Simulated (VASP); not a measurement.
Wanted: the native input for a VASP 6.6.1 run.

* Task: single point
* Functional: PBE
* Potentials or basis: VASP PAW PBE potentials, release 64 (Ca_sv, Hf_pv, O)
* Cutoff: 520 eV
* k mesh: 6 × 6 × 4
* Occupations: gaussian, width 0.1 eV
* Spin: no spin polarisation
* Dipole correction: no
* Further INCAR settings: ALGO = Normal; EDIFF = 1e-07; NBANDS = 20

The structure of CaHfO lies in POSCAR:

```
CaHfO
1.0
    3.5747410923      0.0000000000      0.0000000000
    0.0000000000      3.5747410923      0.0000000000
    0.0000000000      0.0000000000      4.2534691163
Ca Hf O
1 1 1
Direct
    0.0000000000      0.0000000000      0.0000000000
    0.5000000000      0.5000000000      0.5000000000
    0.5000000000      0.5000000000      0.0000000000
```

The cell was generated, and may not be a known phase.

One way to write it, as run:

INCAR

```
SYSTEM = CaHfO
PREC = Accurate
ENCUT = 520
EDIFF = 1E-7
ISMEAR = 0
SIGMA = 0.1
LREAL = .False.
LASPH = .True.
NELM = 100
ALGO = Normal
ISIF = 2
LWAVE = .False.
LCHARG = .True.
GGA = PE
LELF = .True.
LVHAR = .True.
NBANDS = 20
```

KPOINTS

```
Automatic mesh
0
Gamma
  6 6 4
  0 0 0
```

Potentials or basis: VASP PAW PBE potentials, release 64 (Ca_sv, Hf_pv, O).

Launch:

```sh
$ cat potpaw_PBE.64/Ca_sv/POTCAR potpaw_PBE.64/Hf_pv/POTCAR potpaw_PBE.64/O/POTCAR > POTCAR
$ mpirun -np 1 vasp_std > vasp.out
```

It gave:

* Pressure: -0.4 GPa
* Band gap on the k mesh: zero (bands 13 and 14 overlap by 1.25 eV)

Caveat: the k points lie up to 0.37 Å⁻¹ apart, too coarse for converged energies and pressures of a metal; spin-orbit coupling is left out, which moves the levels of the heavy elements.

Run time: 42 s on 1 thread of AMD EPYC 9755 128-Core Processor, on a shared host, peak memory 0.15 GiB.
